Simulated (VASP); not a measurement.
Set up this calculation in VASP 6.6.1, as the native input.

| Quantity | Value |
| --- | --- |
| Task | single point |
| Functional | PBE |
| Potentials or basis | VASP PAW PBE potentials, release 64 (Sm_3, Hf_pv, W_sv), 4f in core |
| Cutoff | 500 eV |
| k mesh | 6 × 6 × 4 |
| Occupations | gaussian, width 0.1 eV |
| Spin | no spin polarisation |
| Dipole correction | no |
| Mended | yes |
| Further INCAR settings | ALGO = Normal; EDIFF = 1e-06; NBANDS = 24 |

The structure of SmHfW lies in POSCAR:

```
SmHfW
1.0
    4.9740389536     -0.0000000033      0.0000000000
   -2.4870194739      4.3076440949      0.0000000000
    0.0000000000      0.0000000000      3.1734256081
Sm Hf W
1 1 1
Direct
    0.0000000000      0.0000000000      0.0000000000
    0.3333333333      0.6666666667      0.5000000000
    0.6666666667      0.3333333333      0.5000000000
```

The cell was built from a structure type or drawn by symmetry, and may not be a known phase.

One way to write it, as run:

INCAR

```
PREC     = Accurate       # precision mode
ENCUT    = 500            # plane-wave cutoff, eV
EDIFF    = 1E-6           # SCF threshold, eV
ISMEAR   = 0              # smearing method
SIGMA    = 0.1            # smearing width, eV
LREAL    = False          # projectors in reciprocal space
LASPH    = True           # aspherical terms in the spheres
NELM     = 200            # most SCF steps
ALGO     = Normal         # electronic algorithm
ISIF     = 2              # what is computed and relaxed
LWAVE    = False          # write WAVECAR
LCHARG   = False          # write CHGCAR
GGA      = PE             # functional
NBANDS   = 24             # bands
GGA_COMPAT= False        
LMAXMIX  = 6              # l up to which the mixer works
```

KPOINTS

```
regular mesh
0
Gamma
  6 6 4
```

Potentials or basis: VASP PAW PBE potentials, release 64 (Sm_3, Hf_pv, W_sv), 4f in core.

Command:

```sh
$ cat potpaw_PBE.64/Sm_3/POTCAR potpaw_PBE.64/Hf_pv/POTCAR potpaw_PBE.64/W_sv/POTCAR > POTCAR
$ mpirun -np 1 vasp_std > vasp.out
```

It gave:

```
Pressure               : 0.6 GPa
Band gap on the k mesh : zero (an odd number of electrons rules out a gap without spin polarisation)
```

Caveat: the k points lie up to 0.49 Å⁻¹ apart, too coarse for converged energies and pressures of a metal; spin-orbit coupling is left out, which moves the levels of the heavy elements; the 4f electrons are frozen in the core, so they carry no moment and show no levels.

Wall time 24 s on 1 thread of Intel(R) Xeon(R) Platinum 8259CL CPU @ 2.50GHz (Skylake/Cascade Lake), with other jobs on the host, peak memory 0.2 GiB.
